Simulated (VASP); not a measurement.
# HfN (F-43m) in VASP: a series of runs

The runs below take HfN through single point, with BLYP, LDA.

All numbers are computed with VASP 6.6.1; they aren't measurements. Logs are shortened: lines on timing, memory, paths and dates and some standing lists are left out, and cuts for length are marked.

## (1) The cell of the first run

Symmetry: F-43m, No. 216, cubic system. Conventional cell: a = 4.910 Å, b = 4.910 Å, c = 4.910 Å, α = 90.00°, β = 90.00°, γ = 90.00°. Hf (site symmetry -43m) has 4 N at 2.13 Å within 2.8 Å. N (site symmetry -43m) has 4 Hf at 2.13 Å within 2.8 Å.

## (2) Single point, BLYP

File INCAR:

```
SYSTEM = HfN
  PREC = Accurate
  ENCUT = 600
  EDIFF = 1E-6
  ISMEAR = 1
  SIGMA = 0.15
  LREAL = .FALSE.
  LASPH = .TRUE.
  NELM = 120
  ALGO = Normal
  ISIF = 2
  LWAVE = .FALSE.
  LCHARG = .FALSE.
  GGA = B5
  ALDAX = 1.0
  AGGAX = 1.0
  AGGAC = 1.0
  ALDAC = 0.0
  NBANDS = 14
  GGA_COMPAT = .FALSE.
```

File KPOINTS:

```
Automatic mesh
0
G
  11 11 11
  0 0 0
```

File POSCAR:

```
HfN
1.0
    3.4716430000      0.0000000000      0.0000000000
    1.7358215000      3.0065310309      0.0000000000
    1.7358215000      1.0021770103      2.8345846397
Hf N
1 1
Direct
    0.0000000000      0.0000000000      0.0000000000
    0.7500000000      0.7500000000      0.7500000000
```

Potentials or basis: VASP PAW PBE potentials, release 64 (Hf_pv, N).

Started as:

```bash
cat potpaw_PBE.64/Hf_pv/POTCAR potpaw_PBE.64/N/POTCAR > POTCAR
mpirun -np 1 vasp_std > vasp.out
```

OUTCAR:

```text
SYSTEM = HfN
   PREC = Accurate
   ENCUT = 600
   EDIFF = 1E-6
   ISMEAR = 1
   LREAL = .FALSE.
   LASPH = .TRUE.
   NELM = 120
   ISIF = 2
   GGA = B5

 ion  position               nearest neighbor table
   1  0.000  0.000  0.000-   2 2.13   2 2.13   2 2.13   2 2.13
   2  0.750  0.750  0.750-   1 2.13   1 2.13   1 2.13   1 2.13

  LATTYP: Found a face centered cubic cell.
 ALAT       =     4.9096446144

  Lattice vectors:

 A1 = (   3.4716430000,   0.0000000000,   0.0000000000)
 A2 = (   1.7358215000,   3.0065310309,   0.0000000000)
 A3 = (   1.7358215000,   1.0021770103,   2.8345846397)

Analysis of symmetry for initial positions (statically):
=====================================================================
 Subroutine PRICEL returns:
 Original cell was already a primitive cell.

 Routine SETGRP: Setting up the symmetry group for a
 face centered cubic supercell.

 Subroutine GETGRP returns: Found 24 space group operations
 (whereof 24 operations were pure point group operations)
 out of a pool of 48 trial point group operations.

The static configuration has the point symmetry T_d .

Analysis of symmetry for dynamics (positions and initial velocities):
=====================================================================
 Subroutine PRICEL returns:
 Original cell was already a primitive cell.

 Routine SETGRP: Setting up the symmetry group for a
 face centered cubic supercell.

 Subroutine GETGRP returns: Found 24 space group operations
 (whereof 24 operations were pure point group operations)
 out of a pool of 48 trial point group operations.

The dynamic configuration has the point symmetry T_d .

 Subroutine INISYM returns: Found 24 space group operations
 (whereof 24 operations are pure point group operations),
 and found     1 'primitive' translations

----------------------------------------------------------------------------------------

                                     Primitive cell

  volume of cell :      29.5863

  direct lattice vectors                    reciprocal lattice vectors
     3.471643000  0.000000000  0.000000000     0.288048051 -0.166304620 -0.117595124
     1.735821500  3.006531031  0.000000000     0.000000000  0.332609240 -0.117595124
     1.735821500  1.002177010  2.834584640     0.000000000  0.000000000  0.352785373

  length of vectors
     3.471643000  3.471643000  3.471643000     0.352785373  0.352785373  0.352785373

  position of ions in fractional coordinates (direct lattice)
     0.000000000  0.000000000  0.000000000
     0.750000000  0.750000000  0.750000000

  ion indices of the primitive-cell ions
   primitive index   ion index
                 1           1
                 2           2

----------------------------------------------------------------------------------------

 KPOINTS: Automatic mesh

Automatic generation of k-mesh.
 Grid dimensions read from file:
 generate k-points for:   11   11   11

 Generating k-lattice:

  Cartesian coordinates                     Fractional coordinates (reciprocal lattice)
     0.026186186 -0.015118602 -0.010690466     0.090909091  0.000000000  0.000000000
     0.000000000  0.030237204 -0.010690466     0.000000000  0.090909091  0.000000000
     0.000000000  0.000000000  0.032071398     0.000000000  0.000000000  0.090909091

  Length of vectors
     0.032071398  0.032071398  0.032071398

  Shift w.r.t. Gamma in fractional coordinates (k-lattice)
     0.000000000  0.000000000  0.000000000

 Subroutine IBZKPT returns following result:
 ===========================================

 Found     56 irreducible k-points:

 Following reciprocal coordinates:
            Coordinates               Weight
  0.000000  0.000000  0.000000      1.000000
  0.090909  0.000000  0.000000      8.000000
  0.181818  0.000000  0.000000      8.000000
  0.272727  0.000000  0.000000      8.000000
  0.363636  0.000000  0.000000      8.000000
  0.454545  0.000000  0.000000      8.000000
[... 16 lines left out ...]
 -0.272727  0.181818 -0.000000     24.000000
 -0.181818  0.181818 -0.000000     12.000000
 [... further k-points ...]
   k-points           NKPTS =     56   k-points in BZ     NKDIM =     56   number of bands    NBANDS=     14
   number of dos      NEDOS =    301   number of ions     NIONS =      2
   total plane-waves  NPLWV =  21952
   dimension x,y,z NGX =    28 NGY =   28 NGZ =   28
   dimension x,y,z NGXF=    56 NGYF=   56 NGZF=   56
   ions per type =               1   1
   NGX,Y,Z   is equivalent  to a cutoff of  13.41, 13.41, 13.41 a.u.
   NGXF,Y,Z  is equivalent  to a cutoff of  26.82, 26.82, 26.82 a.u.
 SYSTEM =  HfN
   PREC   = accura    normal or accurate (medium, high low for compatibility)
   ISTART =      0    job   : 0-new  1-cont  2-samecut
   ICHARG =      2    charge: 1-file 2-atom 10-const
   ISPIN  =      1    spin polarized calculation?
   LNONCOLLINEAR =      F non collinear calculations
   LSORBIT =      F    spin-orbit coupling
   LASPH  =      T    aspherical Exc in radial PAW
   ENCUT  =  600.0 eV  44.10 Ry    6.64 a.u.   6.93  6.93  6.93*2*pi/ulx,y,z
   NELM   =    120;   NELMIN=  2; NELMDL= -5     # of ELM steps
   EDIFF  = 0.1E-05   stopping-criterion for ELM
   LREAL  =      F    real-space projection
   EDIFFG = 0.1E-04   stopping-criterion for IOM
   NSW    =      0    number of steps for IOM
   IBRION =     -1    ionic relax: 0-MD 1-quasi-New 2-CG
   NFREE  =      0    steps in history (QN), initial steepest desc. (CG)
   ISIF   =      2    stress and relaxation
   ISYM   =      2    0-nonsym 1-usesym 2-fastsym
   POTIM  = 0.5000    time-step for ionic-motion
   TEBEG  =    0.0;   TEEND  =   0.0 temperature during run
   PSTRESS=    0.0 pullay stress
   NELECT =      15.0000    total number of electrons
   NUPDOWN=      -1.0000    fix difference up-down
   EMIN   =  10.00;   EMAX   =-10.00  energy-range for DOS
   EFERMI =   0.00;   METHOD = LEGACY
   ISMEAR =     1;   SIGMA  =   0.15  broadening in eV -4-tet -1-fermi 0-gaus
   EFERMI_NEDOS =   21; number of points for ismear=-14 and -15
   IALGO  =     38    algorithm
   IMIX   =      4    mixing-type and parameters
     AMIX     =   0.40;   BMIX     =  1.00
     AMIX_MAG =   1.60;   BMIX_MAG =  1.00
  volume/ion in A,a.u.               =      14.79        99.83
  Fermi-wavevector in a.u.,A,eV,Ry     =   1.305395  2.466838 23.185082  1.704055
  Thomas-Fermi vector in A             =   2.436267
   LORBIT       =      0    0 simple, 1 ext, 2 COOP (PROOUT), +10 PAW based schemes
   GGA     = B5    functional components
   LHFCALC =     F    Hartree Fock is set to
   AEXX    =    0.0000 exact exchange contribution
   IVDW    =     0    specifies the selected vdW correction
   LEPSILON=     F    determine dielectric tensor
   LRPA    =     F    only Hartree local field effects (RPA)
 non-spin polarized calculation
 Methfessel and Paxton  Order N= 1 SIGMA  =   0.15
  energy-cutoff  :      600.00
  volume of cell :       29.59
 maximum number of plane-waves:       998
   NGX = 13   NGY = 13   NGZ = 13

 number of electron      15.0000001 magnetization

 Free energy of the ion-electron system (eV)
  ---------------------------------------------------
  ext. energy  EPLUGINS =         0.00000000
  ---------------------------------------------------
  free energy    TOTEN  =       -19.75623309 eV

  energy without entropy =      -19.75744979  energy(sigma->0) =      -19.75663866

 E-fermi :   6.2633     XC(G=0): -10.5963

 val. band max:        6.1993168907   @ k =   0.4545   0.2727   0.0909
 cond. band min:       6.2868142844   @ k =   0.0909   0.0909   0.0000
 fundamental gap:      0.0874973938
 Fermi energy:         6.2633482222

 k-point     1 :       0.0000    0.0000    0.0000
  band No.  band energies     occupation
      1     -24.8033      2.00000
      2     -24.8033      2.00000
      3     -24.8033      2.00000
      4      -9.8466      2.00000
      5       0.7776      2.00000
      6       0.7776      2.00000
      7       0.7776      2.00000
      8       5.7174      2.00000
      9       8.4184     -0.00000
     10       8.4184     -0.00000
     11      12.7681      0.00000
     12      12.7681      0.00000
     13      12.7681      0.00000
     14      17.8132      0.00000

 k-point     2 :       0.0909    0.0000    0.0000
  band No.  band energies     occupation
      1     -24.8427      2.00000
      2     -24.8084      2.00000
      3     -24.8084      2.00000
      4      -9.7514      2.00000
      5       0.6117      2.00000
      6       0.8376      2.00000
      7       0.8376      2.00000
      8       6.1502      1.95504
      9       8.2902     -0.00000
     10       8.2902     -0.00000
     11      12.5550      0.00000
     12      12.9407      0.00000
     13      12.9407      0.00000
     14      17.8057      0.00000

 k-point     3 :       0.1818    0.0000    0.0000
  band No.  band energies     occupation
      1     -24.9466      2.00000
      2     -24.8219      2.00000
      3     -24.8219      2.00000
      4      -9.5040      2.00000
      5       0.3326      2.00000
      6       0.9902      2.00000
      7       0.9902      2.00000
      8       7.1359     -0.00000
      9       8.0847     -0.00000
     10       8.0847     -0.00000
     11      12.0962      0.00000
     12      13.1649      0.00000
     13      13.1649      0.00000
     14      16.4759      0.00000
[... 324 lines left out ...]
 k-point    23 :      -0.2727    0.1818   -0.0000
  band No.  band energies     occupation
      1     -25.1503      2.00000
      2     -24.9478      2.00000
      3     -24.8560      2.00000
      4      -8.8491      2.00000
      5       0.4197      2.00000
      6       1.1977      2.00000
      7       1.4461      2.00000
      8       7.5418     -0.00000
      9       7.7349     -0.00000
     10       8.8234     -0.00000
     11      11.6969      0.00000
     12      12.5659      0.00000
     13      13.1523      0.00000
     14      15.4187      0.00000

 k-point    24 :      -0.1818    0.1818   -0.0000
  band No.  band energies     occupation
      1     -25.0712      2.00000
      2     -24.9073      2.00000
      3     -24.8363      2.00000
      4      -9.0906      2.00000
      5       0.1969      2.00000
      6       1.2250      2.00000
      7       1.2441      2.00000
      8       7.4103     -0.00000
      9       8.1184     -0.00000
     10       8.6282     -0.00000
     11      11.5058      0.00000
     12      12.7549      0.00000
     13      13.4811      0.00000
     14      15.7410      0.00000

 [... further k-points ...]
[... 5 lines left out ...]
  --------------------------------------------------------------------------------------
  -------------------------------------------------------------------------------------
  Total        1.0360763      1.0360763      1.0360763      0.0000000      0.0000000     -0.0000000
  in kB       56.1063674     56.1063674     56.1063674      0.0000000      0.0000000     -0.0000000
  external PRESSURE =      56.1063674 kB  Pullay stress =       0.0000000 kB

 VOLUME and BASIS-vectors are now :
 -----------------------------------------------------------------------------
  energy-cutoff  :      600.00
  volume of cell :       29.59
      direct lattice vectors                 reciprocal lattice vectors
     3.471643000  0.000000000  0.000000000     0.288048051 -0.166304620 -0.117595124
     1.735821500  3.006531031  0.000000000     0.000000000  0.332609240 -0.117595124
     1.735821500  1.002177010  2.834584640     0.000000000  0.000000000  0.352785373

 POSITION                                       TOTAL-FORCE (eV/Angst)
 -----------------------------------------------------------------------------------
      0.00000      0.00000      0.00000        -0.000000      0.000000     -0.000000
      5.20746      3.00653      2.12594         0.000000     -0.000000      0.000000
 -----------------------------------------------------------------------------------
    total drift:                                0.000000      0.000000      0.000000

  FREE ENERGIE OF THE ION-ELECTRON SYSTEM (eV)
  ---------------------------------------------------
  free  energy   TOTEN  =       -19.7562330920 eV

  energy  without entropy=      -19.7574497934  energy(sigma->0) =      -19.75663866
```

It took 16 s on 1 thread of Intel Xeon 6975P-C (Granite Rapids), shared host; peak memory 0.17 GiB.

What came out:

```
Free energy            : -19.7562 eV
Pressure               : 5.6 GPa
Band gap on the k mesh : zero (an odd number of electrons rules out a gap without spin polarisation)
```

Caveat: the cell stands under pressure; the PAW data sets were made with another functional, which shifts forces and pressure a little; spin-orbit coupling is left out, which moves the levels of the heavy elements.

## (3) Single point, LDA

File INCAR:

```
PREC     = Accurate       # precision mode
ENCUT    = 600            # plane-wave cutoff, eV
EDIFF    = 1E-6           # SCF threshold, eV
ISMEAR   = 1              # smearing method
SIGMA    = 0.15           # smearing width, eV
LREAL    = False          # projectors in reciprocal space
LASPH    = True           # aspherical terms in the spheres
NELM     = 120            # most SCF steps
ALGO     = Normal         # electronic algorithm
ISIF     = 2              # what is computed and relaxed
LWAVE    = False          # write WAVECAR
LCHARG   = False          # write CHGCAR
GGA      = CA             # functional
NBANDS   = 14             # bands
GGA_COMPAT= False
```

File KPOINTS:

```
Automatic mesh
0
Gamma
  11 11 11
```

POSCAR is that of step 2.

Potentials or basis: VASP PAW LDA potentials, release 64 (Hf_pv, N).

Started as:

```bash
cat potpaw_LDA.64/Hf_pv/POTCAR potpaw_LDA.64/N/POTCAR > POTCAR
mpirun -np 1 vasp_std > vasp.out
```

Run time: 11 s. Hardware: 1 thread of Intel Xeon 6975P-C (Granite Rapids), shared host; peak memory 0.16 GiB.

The run converged. Its results:

```yaml
Free_energy: -23.0183 eV
Pressure: -10.0 GPa
Band_gap_on_the_k_mesh: zero (an odd number of electrons rules out a gap without spin polarisation)
```

Levels at points of the mesh, in eV from the Fermi level:
```tsv
k point	band 5	band 6	band 7	band 8	band 9	band 10
(0.00, 0.00, 0.00)	-5.40	-5.40	-5.40	-0.57	2.17	2.17
```

Caveat: the cell stands under tension; spin-orbit coupling is left out, which moves the levels of the heavy elements.
